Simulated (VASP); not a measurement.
Wanted: the native input for a VASP 6.6.1 run.

| Quantity | Value |
| --- | --- |
| Task | single point |
| Functional | PBE |
| Potentials or basis | VASP PAW PBE potentials, release 64 (Zn, Re) |
| Cutoff | 520 eV |
| k mesh | 14 × 14 × 14 |
| Occupations | gaussian, width 0.1 eV |
| Spin | no spin polarisation |
| Dipole correction | no |
| Further INCAR settings | ALGO = Normal; EDIFF = 1e-06; NBANDS = 20 |

The structure of ZnRe2 lies in POSCAR:

```
ZnRe2
1.0
    0.0000000000      2.8955587411      2.8955587411
    2.8955587411      0.0000000000      2.8955587411
    2.8955587411      2.8955587411      0.0000000000
Zn Re
1 2
Direct
    0.0000000000      0.0000000000      0.0000000000
    0.7500000000      0.7500000000      0.7500000000
    0.2500000000      0.2500000000      0.2500000000
```

The input as run:

INCAR

```
PREC     = Accurate       # precision mode
ENCUT    = 520            # plane-wave cutoff, eV
EDIFF    = 1E-6           # SCF threshold, eV
ISMEAR   = 0              # smearing method
SIGMA    = 0.1            # smearing width, eV
LREAL    = False          # projectors in reciprocal space
LASPH    = True           # aspherical terms in the spheres
NELM     = 100            # most SCF steps
ALGO     = Normal         # electronic algorithm
ISIF     = 2              # what is computed and relaxed
LWAVE    = False          # write WAVECAR
LCHARG   = False          # write CHGCAR
GGA      = PE             # functional
NBANDS   = 20             # bands
```

KPOINTS

```
Automatic mesh
0
Gamma
  14 14 14
```

Potentials or basis: VASP PAW PBE potentials, release 64 (Zn, Re).

Command:

```sh
$ cat potpaw_PBE.64/Zn/POTCAR potpaw_PBE.64/Re/POTCAR > POTCAR
$ mpirun -np 1 vasp_std > vasp.out
```

It gave:

```
Pressure               : 0.3 GPa
Band gap on the k mesh : zero (band 13 reaches 7.09 eV, above the bottom of band 14 at 4.57 eV)
```

Caveat: spin-orbit coupling is left out, which moves the levels of the heavy elements.

Wall time 46 s on 1 thread of Intel(R) Xeon(R) 6975P-C (Granite Rapids), on a shared host, peak memory 0.24 GiB.
